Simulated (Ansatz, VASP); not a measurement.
## Ti2Co in VASP and in Ansatz

Contents of INCAR:

```
SYSTEM = Ti2Co
PREC     = Accurate       ! precision mode
ENCUT    = 520            ! plane-wave cutoff, eV
EDIFF    = 1E-8           ! SCF threshold, eV
ISMEAR   = 0              ! smearing method
SIGMA    = 0.2            ! smearing width, eV
LREAL    = .FALSE.        ! projectors in reciprocal space
LASPH    = .TRUE.         ! aspherical terms in the spheres
NELM     = 150            ! most SCF steps
ALGO     = Normal         ! electronic algorithm
ISIF     = 2              ! what is computed and relaxed
LWAVE    = .FALSE.        ! write WAVECAR
LCHARG   = .FALSE.        ! write CHGCAR
ISPIN    = 2              ! spin polarisation
MAGMOM   = 0 0 0 0 0.58 0.58 ! initial moments
LORBIT   = 11             ! projections on sites
LMAXMIX  = 4              ! l up to which the mixer works
LEFG     = .TRUE.       
NBANDS   = 46             ! bands
```

File KPOINTS:

```
Automatic mesh
0
G
  10 10 10
  0 0 0
```

Contents of POSCAR:

```
Ti2Co
1.0
    0.0000000000      3.4342545470      3.4342545470
    3.4342545470      0.0000000000      3.4342545470
    3.4342545470      3.4342545470      0.0000000000
Ti Co
4 2
Direct
    0.1250000000      0.1250000000      0.1250000000
    0.6250000000      0.1250000000      0.1250000000
    0.1250000000      0.1250000000      0.6250000000
    0.1250000000      0.6250000000      0.1250000000
    0.5000000000      0.5000000000      0.5000000000
    0.7500000000      0.7500000000      0.7500000000
```

Input for Ansatz:

```yaml
crystal:
  lattice:
    - [0.0, 3.434254547, 3.434254547]
    - [3.434254547, 0.0, 3.434254547]
    - [3.434254547, 3.434254547, 0.0]
  atoms:
    - { symbol: Ti, position: [0.125, 0.125, 0.125] }
    - { symbol: Ti, position: [0.625, 0.125, 0.125] }
    - { symbol: Ti, position: [0.125, 0.125, 0.625] }
    - { symbol: Ti, position: [0.125, 0.625, 0.125] }
    - { symbol: Co, position: [0.5, 0.5, 0.5], spin: 0.58 }
    - { symbol: Co, position: [0.75, 0.75, 0.75], spin: 0.58 }
basis:
  ecutwfc: 420
kpoints:
  mp_grid: { grid: [10, 10, 10] }
hamiltonian:
  xc: lda
scf:
  occupations: { method: gaussian, width: 0.2 }
output:
  forces: true
  stress: true
  eigenvalues: true
  populations: true
  efg: {}
magnetization:
  spin_polarized: true
checkpoint:
  read: start.run
  write: ck
  compress: false
  write_wavefunctions: false
  write_every: 100000
```

Alike in both runs: task electric field gradients; functional LDA; k mesh 10 × 10 × 10; occupations gaussian, width 0.2 eV; collinear spin.

|  | VASP | Ansatz |
| --- | --- | --- |
| version | VASP 6.6.1 | Ansatz 0.2.0 |
| potentials or method | VASP PAW LDA potentials, release 64 (Ti_sv, Co), cutoff 520 eV | scalar-relativistic, plane waves, PAW |
| valence electrons in the cell | 66 | 82 |

|  | VASP | Ansatz | Ansatz less VASP |
| --- | --- | --- | --- |
| gap on the k mesh at the Fermi level (eV) | none | none | - |
| pressure (GPa) | 0.0 | 0.0 | -0.01 |
| net moment per atom (μB) | 0.10 | 0.17 | +0.068 |
| size of the moment on the site where the two differ most (μB) | 0.30 | 0.53 | +0.231 |
| size of Vzz on the site where it differs most (V/Å²) | 61.1 | 64.5 | +3.33 |

LDA's correlation is that of Perdew and Zunger in VASP and of Perdew and Wang (1992) in Ansatz. Site moments also hang on the region over which each program counts them. A gap of «none» marks a metal or a gap that the smearing closes. VASP's potentials hold 66 valence electrons a cell and Ansatz's 82, so a difference there can come from the potentials and not from the codes. Ansatz's warnings: stability check not made.
